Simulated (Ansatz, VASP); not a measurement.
**CaS: VASP beside Ansatz**

```
Ca S
1.0
     0.00000    2.78178    2.78178
     2.78178    0.00000    2.78178
     2.78178    2.78178    0.00000
Ca S
1 1
Direct
  0.00000 0.00000 0.00000
  0.50000 0.50000 0.50000
```

Alike in both runs: functional LDA; k mesh 8 × 8 × 8; occupations gaussian, width 0.02 eV; no spin polarisation.

Ansatz relaxed the structure, and its values are those at the end. VASP's run is a single point on that final structure, the one shown.

|  | VASP | Ansatz |
| --- | --- | --- |
| version | VASP 6.6.1 | Ansatz 0.2.0 |
| potentials or method | VASP PAW LDA potentials, release 64 (Ca_sv, S), cutoff 500 eV | scalar-relativistic, plane waves, PAW |
| valence electrons in the cell | 16 | 16 |

|  | VASP | Ansatz | Ansatz less VASP |
| --- | --- | --- | --- |
| gap on the k mesh at the Fermi level (eV) | 1.96 | 1.97 | +0.011 |
| least direct gap on the mesh (eV) | 2.83 | 2.84 | +0.012 |
| pressure (GPa) | 0.3 | 0.0 | -0.28 |

Ansatz warns that its potentials were made for another functional, while VASP's fit it. LDA's correlation is that of Perdew and Zunger in VASP and of Perdew and Wang (1992) in Ansatz.
